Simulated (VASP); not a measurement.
# Cu (a cell with a defect) in VASP: single point with PBE

Aim: the single point of Cu (a cell with a defect) with PBE.

Program: VASP 6.6.1. These are calculated values, not measurements. Logs are shortened: lines on timing, memory, paths and dates and some standing lists are left out, and cuts for length are marked.

### Step 1. The cell of the first run

The cell holds a defect, 26 atoms: a = 7.700 Å, b = 7.700 Å, c = 7.700 Å, α = 60.00°, β = 60.00°, γ = 60.00°.

### Step 2. Single point, PBE (atoms taken out, then relaxed in part)

Input file INCAR:

```
PREC = Accurate
ENCUT = 520
EDIFF = 1E-7
ISMEAR = 0
SIGMA = 0.1
LREAL = Auto
LASPH = True
NELM = 60
ALGO = Fast
ISIF = 2
LWAVE = False
LCHARG = False
GGA = PE
NBANDS = 162
```

Input file KPOINTS:

```
Automatic mesh
0
Gamma
  6 6 6
```

Input file POSCAR:

```
Cu
1.0
   -5.4447042152      5.4447042152      0.0000000000
   -5.4447042152      0.0000000000      5.4447042152
    0.0000000000      5.4447042152      5.4447042152
Cu
26
Direct
    0.3301282730      0.0000000000      0.0000000000
    0.0000000000      0.3301282730      0.0000000000
    0.0000000000      0.0000000000      0.3301282730
    0.6698717270      0.0000000000      0.0000000000
    0.3333308746      0.3333308746      0.0000073762
    0.3333308746      0.0000073762      0.3333308746
    0.0000000000      0.6698717270      0.0000000000
    0.0000073762      0.3333308746      0.3333308746
    0.0000000000      0.0000000000      0.6698717270
    0.6698717270      0.3301282730      0.0000000000
    0.6698717270      0.0000000000      0.3301282730
    0.3301282730      0.6698717270      0.0000000000
    0.3333308746      0.3333308746      0.3333308746
    0.3301282730      0.0000000000      0.6698717270
    0.0000000000      0.6698717270      0.3301282730
    0.0000000000      0.3301282730      0.6698717270
    0.6666691254      0.6666691254     -0.0000073762
    0.6674011331      0.3325988669      0.3325988669
    0.6666691254     -0.0000073762      0.6666691254
    0.3325988669      0.6674011331      0.3325988669
    0.3325988669      0.3325988669      0.6674011331
   -0.0000073762      0.6666691254      0.6666691254
    0.6674011331      0.6674011331      0.3325988669
    0.6674011331      0.3325988669      0.6674011331
    0.3325988669      0.6674011331      0.6674011331
    0.6666691254      0.6666691254      0.6666691254
```

Potentials or basis: VASP PAW PBE potentials, release 64 (Cu).

On the command line:

```sh
$ cat potpaw_PBE.64/Cu/POTCAR > POTCAR
$ mpirun -np 1 vasp_std > vasp.out
```

OUTCAR:

```text
PREC = Accurate
   ENCUT = 520
   EDIFF = 1E-7
   ISMEAR = 0
   LREAL = Auto
   LASPH = True
   NELM = 60
   ISIF = 2
   GGA = PE

 ion  position               nearest neighbor table
   1  0.330  0.000  0.000-   2 2.54   3 2.54  12 2.54  14 2.54  20 2.56  21 2.56  17 2.58  19 2.58
                             5 2.58   6 2.58   4 2.62
   2  0.000  0.330  0.000-   1 2.54   3 2.54  10 2.54  16 2.54  18 2.56  21 2.56  17 2.58  22 2.58
                             5 2.58   8 2.58   7 2.62
   3  0.000  0.000  0.330-   1 2.54   2 2.54  11 2.54  15 2.54  18 2.56  20 2.56  19 2.58  22 2.58
                             6 2.58   8 2.58   9 2.62
   4  0.670  0.000  0.000-   7 2.54   9 2.54  10 2.54  11 2.54  23 2.56  24 2.56   5 2.58   6 2.58
                            17 2.58  19 2.58   1 2.62
   5  0.333  0.333  0.000-   6 2.57   8 2.57  13 2.57  24 2.57  25 2.57  21 2.57  10 2.58  12 2.58
                             7 2.58   4 2.58   1 2.58   2 2.58
   6  0.333  0.000  0.333-   5 2.57   8 2.57  13 2.57  23 2.57  25 2.57  20 2.57  14 2.58  11 2.58
                             4 2.58   9 2.58   1 2.58   3 2.58
   7  0.000  0.670  0.000-   4 2.54   9 2.54  12 2.54  15 2.54  23 2.56  25 2.56   5 2.58   8 2.58
                            17 2.58  22 2.58   2 2.62
   8  0.000  0.333  0.333-   5 2.57   6 2.57  13 2.57  23 2.57  24 2.57  18 2.57  16 2.58  15 2.58
                             7 2.58   9 2.58   2 2.58   3 2.58
   9  0.000  0.000  0.670-   4 2.54   7 2.54  14 2.54  16 2.54  24 2.56  25 2.56   6 2.58   8 2.58
[... 21 lines left out ...]
  20  0.333  0.667  0.333-   1 2.56   3 2.56  12 2.56  15 2.56  13 2.57  17 2.57  22 2.57   6 2.57
                            21 2.58  18 2.58  23 2.58  25 2.58
  21  0.333  0.333  0.667-   1 2.56   2 2.56  14 2.56  16 2.56  13 2.57  19 2.57  22 2.57   5 2.57
                            20 2.58  18 2.58  24 2.58  25 2.58
  22  1.000  0.667  0.667-  17 2.57  19 2.57  26 2.57  21 2.57  20 2.57  25 2.57  15 2.58  16 2.58
                             2 2.58   3 2.58   7 2.58   9 2.58
  23  0.667  0.667  0.333-   4 2.56   7 2.56  11 2.56  15 2.56  26 2.57   8 2.57   6 2.57  17 2.57
                            20 2.58  24 2.58  25 2.58  18 2.58
  24  0.667  0.333  0.667-   4 2.56   9 2.56  10 2.56  16 2.56  26 2.57   5 2.57   8 2.57  19 2.57
                            21 2.58  23 2.58  25 2.58  18 2.58
  25  0.333  0.667  0.667-   7 2.56   9 2.56  12 2.56  14 2.56  26 2.57   6 2.57   5 2.57  22 2.57
                            20 2.58  23 2.58  24 2.58  21 2.58
  26  0.667  0.667  0.667-  17 2.57  19 2.57  22 2.57  23 2.57  24 2.57  25 2.57  10 2.58  11 2.58
                            12 2.58  14 2.58  15 2.58  16 2.58

  LATTYP: Found a face centered cubic cell.
 ALAT       =    10.8894084304

  Lattice vectors:

 A1 = (  -5.4447042152,   5.4447042152,   0.0000000000)
 A2 = (  -5.4447042152,   0.0000000000,   5.4447042152)
 A3 = (   0.0000000000,   5.4447042152,   5.4447042152)

Analysis of symmetry for initial positions (statically):
=====================================================================
 Subroutine PRICEL returns:
 Original cell was already a primitive cell.

 Routine SETGRP: Setting up the symmetry group for a
 face centered cubic supercell.

 Subroutine GETGRP returns: Found 48 space group operations
 (whereof 48 operations were pure point group operations)
 out of a pool of 48 trial point group operations.

The static configuration has the point symmetry O_h .

Analysis of symmetry for dynamics (positions and initial velocities):
=====================================================================
 Subroutine PRICEL returns:
 Original cell was already a primitive cell.

 Routine SETGRP: Setting up the symmetry group for a
 face centered cubic supercell.

 Subroutine GETGRP returns: Found 48 space group operations
 (whereof 48 operations were pure point group operations)
 out of a pool of 48 trial point group operations.

The dynamic configuration has the point symmetry O_h .

 Subroutine INISYM returns: Found 48 space group operations
 (whereof 48 operations are pure point group operations),
 and found     1 'primitive' translations

----------------------------------------------------------------------------------------

                                     Primitive cell

  volume of cell :     322.8144

  direct lattice vectors                    reciprocal lattice vectors
    -5.444704215  5.444704215  0.000000000    -0.091832353  0.091832353 -0.091832353
    -5.444704215  0.000000000  5.444704215    -0.091832353 -0.091832353  0.091832353
     0.000000000  5.444704215  5.444704215     0.091832353  0.091832353  0.091832353

  length of vectors
     7.699974544  7.699974544  7.699974544     0.159058301  0.159058301  0.159058301

  position of ions in fractional coordinates (direct lattice)
     0.330128273  0.000000000  0.000000000
     0.000000000  0.330128273  0.000000000
     0.000000000  0.000000000  0.330128273
     0.669871727  0.000000000  0.000000000
     0.333330875  0.333330875  0.000007376
[... 69 lines left out ...]
  Shift w.r.t. Gamma in fractional coordinates (k-lattice)
     0.000000000  0.000000000  0.000000000

 Subroutine IBZKPT returns following result:
 ===========================================

 Found     16 irreducible k-points:

 Following reciprocal coordinates:
            Coordinates               Weight
  0.000000  0.000000  0.000000      1.000000
  0.166667  0.000000  0.000000      8.000000
  0.333333  0.000000  0.000000      8.000000
  0.500000  0.000000  0.000000      4.000000
  0.166667  0.166667  0.000000      6.000000
  0.333333  0.166667  0.000000     24.000000
[... 8 lines left out ...]
 -0.333333  0.333333  0.166667     24.000000
 -0.333333  0.500000  0.166667     12.000000
   k-points           NKPTS =     16   k-points in BZ     NKDIM =     16   number of bands    NBANDS=    162
   number of dos      NEDOS =    301   number of ions     NIONS =     26
   total plane-waves  NPLWV = 216000
   dimension x,y,z NGX =    60 NGY =   60 NGZ =   60
   dimension x,y,z NGXF=   120 NGYF=  120 NGZF=  120
   ions per type =              26
   NGX,Y,Z   is equivalent  to a cutoff of  12.95, 12.95, 12.95 a.u.
   NGXF,Y,Z  is equivalent  to a cutoff of  25.91, 25.91, 25.91 a.u.
 SYSTEM =  unknown system
   PREC   = accura    normal or accurate (medium, high low for compatibility)
   ISTART =      0    job   : 0-new  1-cont  2-samecut
   ICHARG =      2    charge: 1-file 2-atom 10-const
   ISPIN  =      1    spin polarized calculation?
   LNONCOLLINEAR =      F non collinear calculations
   LSORBIT =      F    spin-orbit coupling
   LASPH  =      T    aspherical Exc in radial PAW
   ENCUT  =  520.0 eV  38.22 Ry    6.18 a.u.  14.32 14.32 14.32*2*pi/ulx,y,z
   NELM   =     60;   NELMIN=  2; NELMDL= -5     # of ELM steps
   EDIFF  = 0.1E-06   stopping-criterion for ELM
   LREAL  =      T    real-space projection
   EDIFFG = 0.1E-05   stopping-criterion for IOM
   NSW    =      0    number of steps for IOM
   IBRION =     -1    ionic relax: 0-MD 1-quasi-New 2-CG
   NFREE  =      0    steps in history (QN), initial steepest desc. (CG)
   ISIF   =      2    stress and relaxation
   ISYM   =      2    0-nonsym 1-usesym 2-fastsym
   POTIM  = 0.5000    time-step for ionic-motion
   TEBEG  =    0.0;   TEEND  =   0.0 temperature during run
   PSTRESS=    0.0 pullay stress
   NELECT =     286.0000    total number of electrons
   NUPDOWN=      -1.0000    fix difference up-down
   EMIN   =  10.00;   EMAX   =-10.00  energy-range for DOS
   EFERMI =   0.00;   METHOD = LEGACY
   ISMEAR =     0;   SIGMA  =   0.10  broadening in eV -4-tet -1-fermi 0-gaus
   EFERMI_NEDOS =   21; number of points for ismear=-14 and -15
   IALGO  =     68    algorithm
   IMIX   =      4    mixing-type and parameters
     AMIX     =   0.40;   BMIX     =  1.00
     AMIX_MAG =   1.60;   BMIX_MAG =  1.00
  volume/ion in A,a.u.               =      12.42        83.79
  Fermi-wavevector in a.u.,A,eV,Ry     =   1.572338  2.971288 33.636956  2.472246
  Thomas-Fermi vector in A             =   2.673787
   LORBIT       =      0    0 simple, 1 ext, 2 COOP (PROOUT), +10 PAW based schemes
   GGA     = PE    functional components
   LHFCALC =     F    Hartree Fock is set to
   AEXX    =    0.0000 exact exchange contribution
   IVDW    =     0    specifies the selected vdW correction
   LEPSILON=     F    determine dielectric tensor
   LRPA    =     F    only Hartree local field effects (RPA)
 non-spin polarized calculation
 RMM-DIIS sequential band-by-band and
 Gauss-broadening in eV      SIGMA  =   0.10
  energy-cutoff  :      520.00
  volume of cell :      322.81
 maximum number of plane-waves:      8724
 NGX is ok and might be reduce to    60
   NGX = 29   NGY = 29   NGZ = 29

 number of electron     285.9999974 magnetization

 Free energy of the ion-electron system (eV)
  ---------------------------------------------------
  ext. energy  EPLUGINS =         0.00000000
  ---------------------------------------------------
  free energy    TOTEN  =       -95.88819555 eV

  energy without entropy =      -95.84040895  energy(sigma->0) =      -95.86430225

 E-fermi :   6.9263     XC(G=0): -12.4010

 val. band max:        6.9094688812   @ k =  -0.3333   0.3333   0.1667
 cond. band min:       6.9324563156   @ k =   0.3333   0.0000   0.0000
 fundamental gap:      0.0229874344
 Fermi energy:         6.9263353477

 k-point     1 :       0.0000    0.0000    0.0000
  band No.  band energies     occupation
      1      -2.0738      2.00000
      2       1.0974      2.00000
      3       1.1813      2.00000
      4       1.1813      2.00000
      5       1.1813      2.00000
      6       1.2146      2.00000
[... 2517 lines left out ...]
    154       9.9155      0.00000
    155      10.0332      0.00000
 [bands above 155 left out]

------------------------ aborting loop because EDIFF is reached ----------------------------------------

  FORCE on cell =-STRESS in cart. coord.  units (eV):
  Direction    XX          YY          ZZ          XY          YZ          ZX
  --------------------------------------------------------------------------------------
  -------------------------------------------------------------------------------------
  Total       -2.2116246     -2.2116246     -2.2116246      0.0000000      0.0000000     -0.0000000
  in kB      -10.9766326    -10.9766326    -10.9766326      0.0000000      0.0000000     -0.0000000
  external PRESSURE =     -10.9766326 kB  Pullay stress =       0.0000000 kB

 VOLUME and BASIS-vectors are now :
 -----------------------------------------------------------------------------
  energy-cutoff  :      520.00
  volume of cell :      322.81
      direct lattice vectors                 reciprocal lattice vectors
    -5.444704215  5.444704215  0.000000000    -0.091832353  0.091832353 -0.091832353
    -5.444704215  0.000000000  5.444704215    -0.091832353 -0.091832353  0.091832353
     0.000000000  5.444704215  5.444704215     0.091832353  0.091832353  0.091832353

 POSITION                                       TOTAL-FORCE (eV/Angst)
 -----------------------------------------------------------------------------------
     -1.79745      1.79745      0.00000         0.003457     -0.003457     -0.000000
     -1.79745      0.00000      1.79745         0.003457     -0.000000     -0.003457
      0.00000      1.79745      1.79745         0.000000     -0.003457     -0.003457
     -3.64725      3.64725      0.00000        -0.003457      0.003457     -0.000000
     -3.62978      1.81493      1.81493         0.001187      0.001187      0.001187
     -1.81493      3.62978      1.81493        -0.001187     -0.001187      0.001187
[... 18 lines left out ...]
     -5.44470      5.44470      7.26760         0.000000     -0.000000     -0.005178
     -7.25963      7.25963      7.25963        -0.001187      0.001187      0.001187
 -----------------------------------------------------------------------------------
    total drift:                               -0.000000     -0.000000     -0.000000

  FREE ENERGIE OF THE ION-ELECTRON SYSTEM (eV)
  ---------------------------------------------------
  free  energy   TOTEN  =       -95.8881955498 eV

  energy  without entropy=      -95.8404089511  energy(sigma->0) =      -95.86430225
```

It took 70 min on 1 thread of Oxide Virtual Turin-like, shared host; peak memory 0.77 GiB.

Results:

```yaml
Free_energy: -95.8882 eV
Pressure: -1.1 GPa
Largest_force: 0.005 eV/Å
Band_gap_on_the_k_mesh: zero (bands 143 and 144 overlap by 2.03 eV)
```

Forces in eV/Å, atoms in the order of the input:
```
Cu   0.003 -0.003  0.000
Cu   0.003  0.000 -0.003
Cu   0.000 -0.003 -0.003
Cu  -0.003  0.003  0.000
Cu   0.001  0.001  0.001
Cu  -0.001 -0.001  0.001
Cu  -0.003  0.000  0.003
Cu  -0.001  0.001 -0.001
Cu   0.000  0.003  0.003
Cu   0.000  0.003 -0.003
Cu  -0.003  0.000 -0.003
Cu   0.000 -0.003  0.003
Cu   0.001 -0.001 -0.001
Cu   0.003  0.000  0.003
Cu  -0.003 -0.003  0.000
Cu   0.003  0.003  0.000
Cu  -0.001 -0.001 -0.001
Cu   0.000  0.000  0.005
Cu   0.001  0.001 -0.001
Cu   0.000  0.005  0.000
Cu  -0.005  0.000  0.000
Cu   0.001 -0.001  0.001
Cu   0.005  0.000  0.000
Cu   0.000 -0.005  0.000
Cu   0.000  0.000 -0.005
Cu  -0.001  0.001  0.001
```

Levels at points of the mesh, in eV from the Fermi level:
```csv
k point,band 141,band 142,band 143,band 144,band 145,band 146,band 147,band 148
"(0.00, 0.00, 0.00)",-1.66,-1.66,-1.66,-1.64,-1.59,3.21,3.21,3.21
"(0.50, 0.00, 0.00)",-0.37,-0.17,-0.17,-0.16,-0.12,1.25,1.25,1.42
"(0.50, 0.50, 0.00)",0.04,0.13,0.13,0.19,0.51,0.51,0.56,0.56
```

Caveat: the cell differs from its parent crystal (atoms taken out, then relaxed in part).

The gap in the log of VASP goes by the Fermi energy; the results here count the filled bands.